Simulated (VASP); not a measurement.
A run of VASP 6.6.1:

File INCAR:

```
SYSTEM = SbPt
ALGO = Normal
EDIFF = 1E-6
ENCUT = 500
GGA = PE
GGA_COMPAT = .FALSE.
ISIF = 2
ISMEAR = 0
LASPH = .TRUE.
LCHARG = .FALSE.
LREAL = .FALSE.
LWAVE = .FALSE.
NBANDS = 14
NELM = 120
PREC = Accurate
SIGMA = 0.05
```

KPOINTS

```
k-points
0
G
  12 12 12
  0 0 0
```

Contents of POSCAR:

```
SbPt
1.0
    0.0000000000      2.7371615446      2.7371615446
    2.7371615446      0.0000000000      2.7371615446
    2.7371615446      2.7371615446      0.0000000000
Pt Sb
1 1
Direct
    0.5000000000      0.5000000000      0.5000000000
    0.0000000000      0.0000000000      0.0000000000
```

Potentials or basis: VASP PAW PBE potentials, release 64 (Pt, Sb).

Launch:

```sh
$ cat potpaw_PBE.64/Pt/POTCAR potpaw_PBE.64/Sb/POTCAR > POTCAR
$ mpirun -np 1 vasp_std > vasp.out
```

Hardware: 1 thread of Intel Xeon 8259CL (shared host).

How long does it take, and how much memory?

Wall time 58 s on 1 thread of Intel Xeon 8259CL, with other jobs on the host, peak memory 0.19 GiB. Counts: scf iterations 13, k points 72.
